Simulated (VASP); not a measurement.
## CaSe: single point with PBE

CaSe:

```xyz
2
Lattice="0.0000 3.2796 3.2796 3.2796 0.0000 3.2796 3.2796 3.2796 0.0000" Properties=species:S:1:pos:R:3 pbc="T T T"
Ca    0.0000    0.0000    0.0000
Se    1.6398    1.6398    1.6398
```

| Property | Result |
| --- | --- |
| Program | VASP 6.6.1 |
| Task | single point |
| Functional | PBE |
| Potentials or basis | VASP PAW PBE potentials, release 64 (Ca_sv, Se) |
| Cutoff | 520 eV |
| k mesh | 6 × 6 × 6 |
| Occupations | gaussian, width 0.01 eV |
| Spin | no spin polarisation |

- Pressure: 0.6 GPa
- Band gap on the k mesh: 3.21 eV, indirect (least direct gap 3.30 eV)

Levels at points of the mesh, in eV from the valence-band top:
```csv
k point,band 6,band 7,band 8,band 9,band 10,band 11
"(0.00, 0.00, 0.00)",-0.09,-0.09,-0.09,3.21,5.38,5.38
"(0.50, 0.00, 0.00)",-1.21,-0.01,-0.01,5.09,5.50,5.50
"(0.50, 0.50, 0.00)",-1.24,-0.03,-0.03,3.55,4.99,6.11
```

Run time: 24 s on 1 thread of AMD EPYC 7R43 64-Core Processor (Zen 3), with other jobs on the host, peak memory 0.18 GiB.

A k mesh can miss the band edges.
